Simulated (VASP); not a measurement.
Here is a VASP 6.6.1 calculation.

File INCAR:

```
ALGO = Fast ; EDIFF = 1E-6
ENCUT = 520 ; GGA = PS
ISIF = 2 ; ISMEAR = -1
ISPIN = 2 ; LASPH = True
LCHARG = False ; LMAXMIX = 6
LORBIT = 11 ; LREAL = False
LWAVE = False ; MAGMOM = 7 7 0 0 0.6 0.6
NBANDS = 46 ; NELM = 150
PREC = Accurate ; SIGMA = 0.05
```

The input KPOINTS:

```
k-points
0
Gamma
  7 7 4
```

Contents of POSCAR:

```
EuCuAs
1.0
    4.2540462163      0.0000000000      0.0000000000
   -2.1270231081      3.6841120921      0.0000000000
    0.0000000000      0.0000000000      8.4436667734
Eu As Cu
2 2 2
Direct
    0.0000000000      0.0000000000      0.0000000000
    0.0000000000      0.0000000000      0.5000000000
    0.6666666667      0.3333333333      0.7500000000
    0.3333333333      0.6666666667      0.2500000000
    0.3333333333      0.6666666667      0.7500000000
    0.6666666667      0.3333333333      0.2500000000
```

Potentials or basis: VASP PAW PBE potentials, release 64 (Eu, As, Cu).

Command:

```console
$ cat potpaw_PBE.64/Eu/POTCAR potpaw_PBE.64/As/POTCAR potpaw_PBE.64/Cu/POTCAR > POTCAR
$ mpirun -np 1 vasp_std > vasp.out
```

Problem. What does it give for the site moments?

Solution. Eu +6.57; As -0.05; Cu +0.00 μB.

Problem. Predict the pressure.

Solution. -5.4 GPa.

Stress tensor (GPa, compression positive):
```
-5.71  0.00  0.00
 0.00 -5.71  0.00
 0.00  0.00 -4.67
```

Caveat: the cell stands under tension; the PAW data sets were made with another functional, which shifts forces and pressure a little. The state reached can hang on the start; a lower one may exist.
